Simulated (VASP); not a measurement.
GaN (rocksalt type): single point with PBE

Crystal: GaN (rocksalt type).

```
CELL_PARAMETERS angstrom
0.00000 2.13433 2.13433
2.13433 0.00000 2.13433
2.13433 2.13433 0.00000
ATOMIC_POSITIONS crystal
Ga 0.00000 0.00000 0.00000
N 0.50000 0.50000 0.50000
```

* Program: VASP 6.6.1
* Task: single point
* Functional: PBE
* Potentials or basis: VASP PAW PBE potentials, release 64 (Ga_d, N)
* Cutoff: 520 eV
* k mesh: 15 × 15 × 15
* Occupations: fermi-dirac, width 0.1 eV
* Spin: no spin polarisation
* Dipole correction: no
* k mesh for the DOS: 23 × 23 × 23
* Occupations for the DOS: tetrahedron
* Further INCAR settings: ALGO = Normal; EDIFF = 1e-06

* Valence electrons inside the program's atomic spheres: Ga 11.60; N 3.71

Levels at points of the mesh, in eV from the valence-band top:
```tsv
k point	band 5	band 6	band 7	band 8	band 9	band 10	band 11	band 12	band 13
(0.00, 0.00, 0.00)	-13.93	-13.93	-0.49	-0.49	-0.49	1.89	14.54	14.54	14.54
```

Run time: 100 s on 1 thread of Intel Xeon 8259CL, on a shared host, peak memory 0.22 GiB.
